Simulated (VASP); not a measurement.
# Ru (P6_3/mmc) in VASP: a series of runs, part 2 of 2

VASP 6.6.1.

## Step 3: Single point, PBE

This run uses another cell than the first one, of 13.77 Å³/atom, 1.019 times its volume.

Contents of INCAR:

```
PREC = Accurate ; ENCUT = 500
EDIFF = 1E-6 ; ISMEAR = 0
SIGMA = 0.1 ; LREAL = False
LASPH = True ; NELM = 120
ALGO = Normal ; ISIF = 2
LWAVE = False ; LCHARG = False
GGA = PE ; NBANDS = 21
GGA_COMPAT = False
```

Contents of KPOINTS:

```
regular mesh
0
Gamma
  18 18 10
```

Contents of POSCAR:

```
Ru
1.0
    2.7200250881      0.0000000000      0.0000000000
   -1.3600125440      2.3556108252      0.0000000000
    0.0000000000      0.0000000000      4.2967695005
Ru
2
Direct
    0.3333333333      0.6666666667      0.2500000000
    0.6666666667      0.3333333333      0.7500000000
```

Potentials or basis: VASP PAW PBE potentials, release 64 (Ru_pv).

Launch:

```sh
$ cat potpaw_PBE.64/Ru_pv/POTCAR > POTCAR
$ mpirun -np 1 vasp_std > vasp.out
```

OUTCAR:

```text
PREC = Accurate
   ENCUT = 500
   EDIFF = 1E-6
   ISMEAR = 0
   LREAL = False
   LASPH = True
   NELM = 120
   ISIF = 2
   GGA = PE

 ion  position               nearest neighbor table
   1  0.333  0.667  0.250-   2 2.66   2 2.66   2 2.66   2 2.66   2 2.66   2 2.66
   2  0.667  0.333  0.750-   1 2.66   1 2.66   1 2.66   1 2.66   1 2.66   1 2.66

  LATTYP: Found a hexagonal cell.
 ALAT       =     2.7200250881
 C/A-ratio  =     1.5796800990

  Lattice vectors:

 A1 = (   2.7200250881,   0.0000000000,   0.0000000000)
 A2 = (  -1.3600125440,   2.3556108252,   0.0000000000)
 A3 = (   0.0000000000,   0.0000000000,   4.2967695005)

Analysis of symmetry for initial positions (statically):
=====================================================================
 Subroutine PRICEL returns:
 Original cell was already a primitive cell.

 Routine SETGRP: Setting up the symmetry group for a
 hexagonal supercell.

 Subroutine GETGRP returns: Found 24 space group operations
 (whereof 12 operations were pure point group operations)
 out of a pool of 24 trial point group operations.

The static configuration has the point symmetry D_3d.
 The point group associated with its full space group is D_6h.

Analysis of symmetry for dynamics (positions and initial velocities):
=====================================================================
 Subroutine PRICEL returns:
 Original cell was already a primitive cell.

 Routine SETGRP: Setting up the symmetry group for a
 hexagonal supercell.

 Subroutine GETGRP returns: Found 24 space group operations
 (whereof 12 operations were pure point group operations)
 out of a pool of 24 trial point group operations.

The dynamic configuration has the point symmetry D_3d.
 The point group associated with its full space group is D_6h.

 Subroutine INISYM returns: Found 24 space group operations
 (whereof 12 operations are pure point group operations),
 and found     1 'primitive' translations

[... 110 lines left out ...]
   EFERMI_NEDOS =   21; number of points for ismear=-14 and -15
   IALGO  =     38    algorithm
   IMIX   =      4    mixing-type and parameters
     AMIX     =   0.40;   BMIX     =  1.00
     AMIX_MAG =   1.60;   BMIX_MAG =  1.00
  volume/ion in A,a.u.               =      13.77        92.89
  Fermi-wavevector in a.u.,A,eV,Ry     =   1.646347  3.111144 36.878020  2.710458
  Thomas-Fermi vector in A             =   2.735990
   LORBIT       =      0    0 simple, 1 ext, 2 COOP (PROOUT), +10 PAW based schemes
   GGA     = PE    functional components
   LHFCALC =     F    Hartree Fock is set to
   AEXX    =    0.0000 exact exchange contribution
   IVDW    =     0    specifies the selected vdW correction
   LEPSILON=     F    determine dielectric tensor
   LRPA    =     F    only Hartree local field effects (RPA)
 non-spin polarized calculation
 Gauss-broadening in eV      SIGMA  =   0.10
  energy-cutoff  :      500.00
  volume of cell :       27.53
 maximum number of plane-waves:       732
 NGX is ok and might be reduce to    20
   NGX =  9   NGY =  9   NGZ = 15

 number of electron      28.0000013 magnetization

 Free energy of the ion-electron system (eV)
  ---------------------------------------------------
  ext. energy  EPLUGINS =         0.00000000
  ---------------------------------------------------
  free energy    TOTEN  =       -18.47175971 eV

  energy without entropy =      -18.46244446  energy(sigma->0) =      -18.46710208

 E-fermi :  12.5841     XC(G=0): -14.0339

 val. band max:       12.5816257254   @ k =   0.1667   0.1111   0.3000
 cond. band min:      12.5863569769   @ k =   0.4444   0.1111   0.5000
 fundamental gap:      0.0047312515
 Fermi energy:        12.5841365242

 k-point     1 :       0.0000    0.0000    0.0000
  band No.  band energies     occupation
      1     -31.0075      2.00000
      2     -30.1148      2.00000
      3     -30.1148      2.00000
      4     -29.9503      2.00000
      5     -29.9503      2.00000
      6     -29.9109      2.00000
[... 565 lines left out ...]
     20      23.0306      0.00000
     21      23.6385      0.00000

 [... further k-points ...]

------------------------ aborting loop because EDIFF is reached ----------------------------------------

  FORCE on cell =-STRESS in cart. coord.  units (eV):
  Direction    XX          YY          ZZ          XY          YZ          ZX
  --------------------------------------------------------------------------------------
  -------------------------------------------------------------------------------------
  Total       -0.0153280     -0.0153280     -0.0121146     -0.0000000      0.0000000     -0.0000000
  in kB       -0.8920264     -0.8920264     -0.7050180     -0.0000000      0.0000000     -0.0000000
  external PRESSURE =      -0.8296903 kB  Pullay stress =       0.0000000 kB

 VOLUME and BASIS-vectors are now :
 -----------------------------------------------------------------------------
  energy-cutoff  :      500.00
  volume of cell :       27.53
      direct lattice vectors                 reciprocal lattice vectors
     2.720025088  0.000000000  0.000000000     0.367643668  0.212259171  0.000000000
    -1.360012544  2.355610825  0.000000000     0.000000000  0.424518341  0.000000000
     0.000000000  0.000000000  4.296769500     0.000000000  0.000000000  0.232732987

 POSITION                                       TOTAL-FORCE (eV/Angst)
 -----------------------------------------------------------------------------------
     -0.00000      1.57041      1.07419        -0.000000      0.000000      0.000000
      1.36001      0.78520      3.22258         0.000000     -0.000000      0.000000
 -----------------------------------------------------------------------------------
    total drift:                               -0.000000      0.000000     -0.000000

  FREE ENERGIE OF THE ION-ELECTRON SYSTEM (eV)
  ---------------------------------------------------
  free  energy   TOTEN  =       -18.4717597079 eV

  energy  without entropy=      -18.4624444601  energy(sigma->0) =      -18.46710208
```

OSZICAR:

```text
N       E                     dE             d eps       ncg     rms          rms(c)
DAV:   1     0.281790148062E+03    0.28179E+03   -0.17207E+04  9380   0.144E+03
DAV:   2    -0.141174367462E+02   -0.29591E+03   -0.28667E+03  9569   0.437E+02
DAV:   3    -0.197874273577E+02   -0.56700E+01   -0.56347E+01 10979   0.680E+01
DAV:   4    -0.198301153518E+02   -0.42688E-01   -0.42645E-01 11743   0.564E+00
DAV:   5    -0.198306797278E+02   -0.56438E-03   -0.55953E-03 10756   0.573E-01    0.172E+01
DAV:   6    -0.185516621304E+02    0.12790E+01   -0.29152E+00 10589   0.167E+01    0.446E+00
DAV:   7    -0.184790476543E+02    0.72614E-01   -0.38087E-01 10844   0.460E+00    0.104E+00
DAV:   8    -0.184720469397E+02    0.70007E-02   -0.16827E-02 10172   0.102E+00    0.295E-01
DAV:   9    -0.184717527821E+02    0.29416E-03   -0.78966E-04 10653   0.297E-01    0.330E-02
DAV:  10    -0.184717630262E+02   -0.10244E-04   -0.52848E-05 10589   0.753E-02    0.185E-02
DAV:  11    -0.184717597321E+02    0.32941E-05   -0.99394E-06 10504   0.298E-02    0.140E-03
DAV:  12    -0.184717597079E+02    0.24171E-07   -0.60703E-08  6147   0.259E-03
   1 F= -.18471760E+02 E0= -.18467102E+02  d E =-.931525E-02
```

stdout:

```text
POSCAR found type information on POSCAR Ru
 POSCAR found :  1 types and       2 ions
 scaLAPACK will be used
 LDA part: xc-table for (Slater+PW92), standard interpolation
 POSCAR, INCAR and KPOINTS ok, starting setup
 FFT: planning ... GRIDC
 FFT: planning ... GRID_SOFT
 FFT: planning ... GRID
 WAVECAR not read
 entering main loop
```

Run time: 46 s. Hardware: 1 thread of Intel Xeon Platinum 8488C (Sapphire Rapids), shared host; peak memory 0.21 GiB.

What came out:

- Free energy: -18.4718 eV
- Pressure: -0.1 GPa
- Band gap on the k mesh: zero (band 14 reaches 14.05 eV, above the bottom of band 15 at 10.98 eV)

Levels at points of the mesh, in eV from the Fermi level:
| k point | band 10 | band 11 | band 12 | band 13 | band 14 | band 15 | band 16 | band 17 | band 18 | band 19 |
| --- | --- | --- | --- | --- | --- | --- | --- | --- | --- | --- |
| (0.00, 0.00, 0.00) | -2.53 | -2.35 | -1.86 | -1.86 | -1.37 | -1.37 | 1.16 | 1.16 | 1.30 | 10.17 |
| (0.50, 0.00, 0.00) | -2.96 | -2.02 | -1.77 | -1.48 | 1.39 | 1.80 | 1.88 | 3.99 | 6.03 | 10.44 |
| (0.00, 0.00, 0.50) | -2.70 | -2.70 | -2.70 | -2.65 | -2.65 | 0.54 | 0.54 | 0.54 | 0.54 | 10.45 |
| (0.50, 0.00, 0.50) | -4.42 | -1.03 | -1.03 | 0.44 | 0.44 | 1.64 | 1.64 | 3.35 | 3.35 | 10.37 |

## Step 4: Single point, PBE

This run uses another cell than the first one, of 13.79 Å³/atom, 1.020 times its volume.

Contents of INCAR:

```
SYSTEM = Ru
ALGO     = Normal         ! electronic algorithm
EDIFF    = 1E-6           ! SCF threshold, eV
ENCUT    = 500            ! plane-wave cutoff, eV
GGA      = PE             ! functional
GGA_COMPAT= .False.      
ISIF     = 2              ! what is computed and relaxed
ISMEAR   = -1             ! smearing method
LASPH    = .True.         ! aspherical terms in the spheres
LCHARG   = .False.        ! write CHGCAR
LREAL    = .False.        ! projectors in reciprocal space
LWAVE    = .False.        ! write WAVECAR
NBANDS   = 21             ! bands
NELM     = 120            ! most SCF steps
PREC     = Accurate       ! precision mode
SIGMA    = 0.15           ! smearing width, eV
```

Contents of KPOINTS:

```
k-points
0
Gamma
  18 18 10
  0 0 0
```

Contents of POSCAR:

```
Ru
1.0
    2.7222232901      0.0000000000      0.0000000000
   -1.3611116451      2.3575145240      0.0000000000
    0.0000000000      0.0000000000      4.2973136336
Ru
2
Direct
    0.3333333333      0.6666666667      0.2500000000
    0.6666666667      0.3333333333      0.7500000000
```

Launch:

```sh
$ cat potpaw_PBE.64/Ru_pv/POTCAR > POTCAR
$ mpirun -np 1 vasp_std > vasp.out
```

Wall time 54 s (1 thread of Intel Xeon Platinum 8488C (Sapphire Rapids), shared host); peak memory 0.22 GiB.

It converged, with:

```
Free energy            : -18.5313 eV
Pressure               : -0.1 GPa
Band gap on the k mesh : zero (band 14 reaches 14.01 eV, above the bottom of band 15 at 10.96 eV)
```

Levels at points of the mesh, in eV from the Fermi level:
```csv
k point,band 12,band 13,band 14,band 15,band 16,band 17
"(0.00, 0.00, 0.00)",-1.88,-1.88,-1.39,-1.39,1.14,1.14
"(0.50, 0.00, 0.00)",-1.79,-1.49,1.36,1.77,1.86,3.96
"(0.00, 0.00, 0.50)",-2.72,-2.66,-2.66,0.52,0.52,0.52
"(0.50, 0.00, 0.50)",-1.05,0.43,0.43,1.61,1.61,3.32
```

## Step 5: Overview

| cell | smearing | gap on the mesh (eV) | pressure (GPa) |
| --- | --- | --- | --- |
| a = 2.703, b = 2.703, c = 4.271 Å, angles 90.0, 90.0, 120.0°, 2 atoms | fermi-dirac 0.15 eV | none | 6.5 |
| a = 2.720, b = 2.720, c = 4.297 Å, angles 90.0, 90.0, 120.0°, 2 atoms | gaussian 0.1 eV | none | -0.1 |
| a = 2.722, b = 2.722, c = 4.297 Å, angles 90.0, 90.0, 120.0°, 2 atoms | fermi-dirac 0.15 eV | none | -0.1 |

Alike in all rows: task single point; level PBE; potentials or basis VASP PAW PBE potentials, release 64 (Ru_pv); no spin polarisation; k mesh 18 × 18 × 10; cutoff (eV) 500.

Absolute energies hang on the potentials; compare differences alone.
